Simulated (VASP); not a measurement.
A run of VASP 6.6.1:

INCAR

```
PREC     = Accurate       # precision mode
ENCUT    = 600            # plane-wave cutoff, eV
EDIFF    = 1E-6           # SCF threshold, eV
ISMEAR   = -1             # smearing method
SIGMA    = 0.02           # smearing width, eV
LREAL    = F              # projectors in reciprocal space
LASPH    = T              # aspherical terms in the spheres
NELM     = 120            # most SCF steps
ALGO     = Normal         # electronic algorithm
ISIF     = 2              # what is computed and relaxed
LWAVE    = F              # write WAVECAR
LCHARG   = T              # write CHGCAR
GGA      = PE             # functional
LELF     = T              # ELF
LVHAR    = T            
NBANDS   = 29             # bands
GGA_COMPAT= F
```

The input KPOINTS:

```
regular mesh
0
Gamma
  6 4 8
```

File POSCAR:

```
FeS2
1.0
    4.4389627483      0.0000000000      0.0000000000
    0.0000000000      5.4095540197      0.0000000000
    0.0000000000      0.0000000000      3.3895163727
Fe S
2 4
Direct
    0.5000000000      0.5000000000      0.5000000000
    0.0000000000      0.0000000000      0.0000000000
    0.2937551954      0.8751795098      0.5000000000
    0.7062448046      0.1248204902      0.5000000000
    0.2062448046      0.3751795098      0.0000000000
    0.7937551954      0.6248204902      0.0000000000
```

Potentials or basis: VASP PAW PBE potentials, release 64 (Fe, S).

The run is started by

```sh
$ cat potpaw_PBE.64/Fe/POTCAR potpaw_PBE.64/S/POTCAR > POTCAR
$ mpirun -np 1 vasp_std > vasp.out
```

Hardware: 1 thread of Intel(R) Xeon(R) Platinum 8259CL CPU @ 2.50GHz (Skylake/Cascade Lake), with other jobs on the host.

Q: How long does it take, and how much memory?

A: Wall time 2.6 min on 1 thread of Intel(R) Xeon(R) Platinum 8259CL CPU @ 2.50GHz (Skylake/Cascade Lake), with other jobs on the host, peak memory 0.29 GiB. Counts: scf iterations 15, k points 60.
